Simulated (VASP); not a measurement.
# C (Im-3m) in VASP: notebook

C is run at these levels: PBE; tasks: single point.

Everything below comes from runs of VASP 6.6.1. Logs are shortened: lines on timing, memory, paths and dates and some standing lists are left out, and cuts for length are marked.

### Step 1. The cell of the first run

The structure is cubic, space group Im-3m (No. 229). Conventional cell: a = 2.301 Å, b = 2.301 Å, c = 2.301 Å, α = 90.00°, β = 90.00°, γ = 90.00°. C (site symmetry m-3m) has 14 C at 1.99 to 2.30 Å within 2.6 Å.

### Step 2. Single point, PBE

Input file INCAR:

```
  ALGO = Normal
  EDIFF = 1E-7
  ENCUT = 520
  GGA = PE
  ISIF = 2
  ISMEAR = -1
  LASPH = T
  LCHARG = F
  LREAL = F
  LWAVE = F
  NBANDS = 8
  NELM = 60
  PREC = Accurate
  SIGMA = 0.1
```

Input file KPOINTS:

```
k-points
0
Gamma
  24 24 24
```

Input file POSCAR:

```
C
1.0
   -1.1505524553      1.1505524553      1.1505524553
    1.1505524553     -1.1505524553      1.1505524553
    1.1505524553      1.1505524553     -1.1505524553
C
1
Direct
    0.0000000000      0.0000000000      0.0000000000
```

Potentials or basis: VASP PAW PBE potentials, release 64 (C).

On the command line:

```console
$ cat potpaw_PBE.64/C/POTCAR > POTCAR
$ mpirun -np 1 vasp_std > vasp.out
```

OUTCAR:

```text
EDIFF = 1E-7
   ENCUT = 520
   GGA = PE
   ISIF = 2
   ISMEAR = -1
   LASPH = T
   LREAL = F
   NELM = 60
   PREC = Accurate

 ion  position               nearest neighbor table
   1  0.000  0.000  0.000-

  LATTYP: Found a body centered cubic cell.
 ALAT       =     2.3011049106

  Lattice vectors:

 A1 = (  -1.1505524553,   1.1505524553,   1.1505524553)
 A2 = (   1.1505524553,  -1.1505524553,   1.1505524553)
 A3 = (   1.1505524553,   1.1505524553,  -1.1505524553)

Analysis of symmetry for initial positions (statically):
=====================================================================
 Subroutine PRICEL returns:
 Original cell was already a primitive cell.

 Routine SETGRP: Setting up the symmetry group for a
 body centered cubic supercell.

 Subroutine GETGRP returns: Found 48 space group operations
 (whereof 48 operations were pure point group operations)
 out of a pool of 48 trial point group operations.

The static configuration has the point symmetry O_h .

Analysis of symmetry for dynamics (positions and initial velocities):
=====================================================================
 Subroutine PRICEL returns:
 Original cell was already a primitive cell.

 Routine SETGRP: Setting up the symmetry group for a
 body centered cubic supercell.

 Subroutine GETGRP returns: Found 48 space group operations
 (whereof 48 operations were pure point group operations)
 out of a pool of 48 trial point group operations.

The dynamic configuration has the point symmetry O_h .

 Subroutine INISYM returns: Found 48 space group operations
 (whereof 48 operations are pure point group operations),
 and found     1 'primitive' translations

----------------------------------------------------------------------------------------

                                     Primitive cell

  volume of cell :       6.0923

  direct lattice vectors                    reciprocal lattice vectors
    -1.150552455  1.150552455  1.150552455     0.000000000  0.434573841  0.434573841
     1.150552455 -1.150552455  1.150552455     0.434573841  0.000000000  0.434573841
     1.150552455  1.150552455 -1.150552455     0.434573841  0.434573841  0.000000000

  length of vectors
     1.992815309  1.992815309  1.992815309     0.614580220  0.614580220  0.614580220

  position of ions in fractional coordinates (direct lattice)
     0.000000000  0.000000000  0.000000000

  ion indices of the primitive-cell ions
   primitive index   ion index
                 1           1

----------------------------------------------------------------------------------------

 KPOINTS: k-points

Automatic generation of k-mesh.
 Grid dimensions read from file:
 generate k-points for:   24   24   24

 Generating k-lattice:

  Cartesian coordinates                     Fractional coordinates (reciprocal lattice)
     0.000000000  0.018107243  0.018107243     0.041666667  0.000000000  0.000000000
     0.018107243  0.000000000  0.018107243     0.000000000  0.041666667  0.000000000
     0.018107243  0.018107243  0.000000000     0.000000000  0.000000000  0.041666667

  Length of vectors
     0.025607509  0.025607509  0.025607509

  Shift w.r.t. Gamma in fractional coordinates (k-lattice)
     0.000000000  0.000000000  0.000000000

 Subroutine IBZKPT returns following result:
 ===========================================

 Found    413 irreducible k-points:

 Following reciprocal coordinates:
            Coordinates               Weight
  0.000000  0.000000  0.000000      1.000000
  0.041667  0.000000  0.000000     12.000000
  0.083333  0.000000  0.000000     12.000000
  0.125000  0.000000  0.000000     12.000000
  0.166667  0.000000  0.000000     12.000000
  0.208333  0.000000  0.000000     12.000000
[... 16 lines left out ...]
  0.416667  0.041667  0.000000     48.000000
  0.458333  0.041667  0.000000     48.000000
 [... further k-points ...]
   k-points           NKPTS =    413   k-points in BZ     NKDIM =    413   number of bands    NBANDS=      8
   number of dos      NEDOS =    301   number of ions     NIONS =      1
   total plane-waves  NPLWV =   4096
   dimension x,y,z NGX =    16 NGY =   16 NGZ =   16
   dimension x,y,z NGXF=    32 NGYF=   32 NGZF=   32
   ions per type =               1
   NGX,Y,Z   is equivalent  to a cutoff of  13.35, 13.35, 13.35 a.u.
   NGXF,Y,Z  is equivalent  to a cutoff of  26.70, 26.70, 26.70 a.u.
 SYSTEM =  unknown system
   PREC   = accura    normal or accurate (medium, high low for compatibility)
   ISTART =      0    job   : 0-new  1-cont  2-samecut
   ICHARG =      2    charge: 1-file 2-atom 10-const
   ISPIN  =      1    spin polarized calculation?
   LNONCOLLINEAR =      F non collinear calculations
   LSORBIT =      F    spin-orbit coupling
   LASPH  =      T    aspherical Exc in radial PAW
   ENCUT  =  520.0 eV  38.22 Ry    6.18 a.u.   3.71  3.71  3.71*2*pi/ulx,y,z
   NELM   =     60;   NELMIN=  2; NELMDL= -5     # of ELM steps
   EDIFF  = 0.1E-06   stopping-criterion for ELM
   LREAL  =      F    real-space projection
   EDIFFG = 0.1E-05   stopping-criterion for IOM
   NSW    =      0    number of steps for IOM
   IBRION =     -1    ionic relax: 0-MD 1-quasi-New 2-CG
   NFREE  =      0    steps in history (QN), initial steepest desc. (CG)
   ISIF   =      2    stress and relaxation
   ISYM   =      2    0-nonsym 1-usesym 2-fastsym
   POTIM  = 0.5000    time-step for ionic-motion
   TEBEG  =    0.0;   TEEND  =   0.0 temperature during run
   PSTRESS=    0.0 pullay stress
   NELECT =       4.0000    total number of electrons
   NUPDOWN=      -1.0000    fix difference up-down
   EMIN   =  10.00;   EMAX   =-10.00  energy-range for DOS
   EFERMI =   0.00;   METHOD = LEGACY
   ISMEAR =    -1;   SIGMA  =   0.10  broadening in eV -4-tet -1-fermi 0-gaus
   EFERMI_NEDOS =   21; number of points for ismear=-14 and -15
   IALGO  =     38    algorithm
   IMIX   =      4    mixing-type and parameters
     AMIX     =   0.40;   BMIX     =  1.00
     AMIX_MAG =   1.60;   BMIX_MAG =  1.00
  volume/ion in A,a.u.               =       6.09        41.11
  Fermi-wavevector in a.u.,A,eV,Ry     =   1.422880  2.688854 27.546202  2.024589
  Thomas-Fermi vector in A             =   2.543537
   LORBIT       =      0    0 simple, 1 ext, 2 COOP (PROOUT), +10 PAW based schemes
   GGA     = PE    functional components
   LHFCALC =     F    Hartree Fock is set to
   AEXX    =    0.0000 exact exchange contribution
   IVDW    =     0    specifies the selected vdW correction
   LEPSILON=     F    determine dielectric tensor
   LRPA    =     F    only Hartree local field effects (RPA)
 non-spin polarized calculation
  energy-cutoff  :      520.00
  volume of cell :        6.09
 maximum number of plane-waves:       177
   NGX =  7   NGY =  7   NGZ =  7

 number of electron       4.0000000 magnetization

 Free energy of the ion-electron system (eV)
  ---------------------------------------------------
  ext. energy  EPLUGINS =         0.00000000
  ---------------------------------------------------
  free energy    TOTEN  =        -4.84264445 eV

  energy without entropy =       -4.83107512  energy(sigma->0) =       -4.83685978

 E-fermi :   9.8385     XC(G=0): -13.5800

 val. band max:        9.8068245849   @ k =  -0.2917   0.4583   0.0833
 cond. band min:       9.8580659860   @ k =   0.2500   0.2500   0.1667
 fundamental gap:      0.0512414012
 Fermi energy:         9.8385040379

 k-point     1 :       0.0000    0.0000    0.0000
  band No.  band energies     occupation
      1     -11.0762      2.00000
      2      19.7880      0.00000
      3      19.7880      0.00000
      4      19.7880      0.00000
      5      44.5591      0.00000
      6      44.5591      0.00000
      7      44.5591      0.00000
      8      48.7415      0.00000

 k-point     2 :       0.0417    0.0000    0.0000
  band No.  band energies     occupation
      1     -10.9935      2.00000
      2      19.5843      0.00000
      3      19.6636      0.00000
      4      19.7629      0.00000
      5      43.9025      0.00000
      6      43.9414      0.00000
      7      44.8610      0.00000
      8      47.6264      0.00000

 k-point     3 :       0.0833    0.0000    0.0000
  band No.  band energies     occupation
      1     -10.7458      2.00000
      2      18.9703      0.00000
      3      19.3128      0.00000
      4      19.6889      0.00000
      5      42.0478      0.00000
      6      42.4958      0.00000
      7      45.7462      0.00000
      8      47.2035      0.00000

 k-point     4 :       0.1250    0.0000    0.0000
  band No.  band energies     occupation
      1     -10.3335      2.00000
      2      17.9573      0.00000
      3      18.7856      0.00000
      4      19.5667      0.00000
      5      39.8651      0.00000
      6      40.9324      0.00000
      7      46.4972      0.00000
      8      47.1575      0.00000

 k-point     5 :       0.1667    0.0000    0.0000
  band No.  band energies     occupation
      1      -9.7572      2.00000
      2      16.5762      0.00000
      3      18.1512      0.00000
      4      19.4047      0.00000
      5      37.9512      0.00000
      6      39.4267      0.00000
      7      45.9854      0.00000
      8      48.1132      0.00000
[... 177 lines left out ...]
 k-point    22 :       0.3750    0.0417    0.0000
  band No.  band energies     occupation
      1      -3.6684      2.00000
      2       5.6131      2.00000
      3      14.8600      0.00000
      4      18.1493      0.00000
      5      33.2884      0.00000
      6      34.2366      0.00000
      7      47.0273      0.00000
      8      48.2159      0.00000

 k-point    23 :       0.4167    0.0417    0.0000
  band No.  band energies     occupation
      1      -2.0885      2.00000
      2       3.5647      2.00000
      3      14.5977      0.00000
      4      18.0331      0.00000
      5      33.0820      0.00000
      6      33.8806      0.00000
      7      47.2046      0.00000
      8      48.6062      0.00000

 k-point    24 :       0.4583    0.0417    0.0000
  band No.  band energies     occupation
      1      -0.4295      2.00000
      2       1.6663      2.00000
      3      14.4651      0.00000
      4      17.9727      0.00000
      5      32.9836      0.00000
      6      33.7031      0.00000
      7      47.2474      0.00000
      8      48.9388      0.00000

 [... further k-points ...]

------------------------ aborting loop because EDIFF is reached ----------------------------------------

  FORCE on cell =-STRESS in cart. coord.  units (eV):
  Direction    XX          YY          ZZ          XY          YZ          ZX
  --------------------------------------------------------------------------------------
  -------------------------------------------------------------------------------------
  Total        0.8070562      0.8070562      0.8070562      0.0000000     -0.0000000     -0.0000000
  in kB      212.2438343    212.2438343    212.2438343      0.0000000     -0.0000000     -0.0000000
  external PRESSURE =     212.2438343 kB  Pullay stress =       0.0000000 kB

 VOLUME and BASIS-vectors are now :
 -----------------------------------------------------------------------------
  energy-cutoff  :      520.00
  volume of cell :        6.09
      direct lattice vectors                 reciprocal lattice vectors
    -1.150552455  1.150552455  1.150552455     0.000000000  0.434573841  0.434573841
     1.150552455 -1.150552455  1.150552455     0.434573841  0.000000000  0.434573841
     1.150552455  1.150552455 -1.150552455     0.434573841  0.434573841  0.000000000

 POSITION                                       TOTAL-FORCE (eV/Angst)
 -----------------------------------------------------------------------------------
      0.00000      0.00000      0.00000         0.000000     -0.000000      0.000000
 -----------------------------------------------------------------------------------
    total drift:                                0.000000      0.000000     -0.000000

  FREE ENERGIE OF THE ION-ELECTRON SYSTEM (eV)
  ---------------------------------------------------
  free  energy   TOTEN  =        -4.8426444457 eV

  energy  without entropy=       -4.8310751189  energy(sigma->0) =       -4.83685978
```

It took 6.1 s on 1 thread of Intel Xeon Platinum 8488C (Sapphire Rapids), shared host; peak memory 0.12 GiB.

What came out:

```yaml
Free_energy: -4.8426 eV
Pressure: 21.2 GPa
Band_gap_on_the_k_mesh: zero (band 2 reaches 19.79 eV, above the bottom of band 3 at 4.21 eV)
```

### Step 3. Single point, PBE

Input file INCAR:

```
PREC = Accurate
ENCUT = 520
EDIFF = 1E-7
ISMEAR = -1
SIGMA = 0.1
LREAL = F
LASPH = T
NELM = 60
ALGO = Normal
ISIF = 2
LWAVE = F
LCHARG = T
GGA = PE
LELF = T
LVHAR = T
NBANDS = 8
```

Input file KPOINTS:

```
Automatic mesh
0
Gamma
  24 24 24
```

Input file POSCAR:

```
C
1.0
   -1.1505524552      1.1505524552      1.1505524552
    1.1505524552     -1.1505524552      1.1505524552
    1.1505524552      1.1505524552     -1.1505524552
C
1
Direct
    0.0000000000      0.0000000000      0.0000000000
```

Potentials or basis: VASP PAW PBE potentials, release 64 (C).

On the command line:

```console
$ cat potpaw_PBE.64/C/POTCAR > POTCAR
$ mpirun -np 1 vasp_std > vasp.out
```

Run time: 5.6 s. Hardware: 1 thread of Intel Xeon Platinum 8488C (Sapphire Rapids), shared host; peak memory 0.11 GiB.

It converged, with:

- Free energy: -4.8426 eV
- Pressure: 21.2 GPa
- Band gap on the k mesh: zero (band 2 reaches 19.79 eV, above the bottom of band 3 at 4.21 eV)

Levels at points of the mesh, in eV from the Fermi level:
```csv
k point,band 1,band 2,band 3,band 4,band 5,band 6,band 7
"(0.00, 0.00, 0.00)",-20.91,9.95,9.95,9.95,34.72,34.72,34.72
"(0.50, 0.00, 0.00)",-9.78,-8.80,4.80,8.34,22.98,23.58,37.66
"(0.50, 0.50, 0.50)",-1.80,-1.80,-1.80,1.69,12.01,12.01,46.39
```
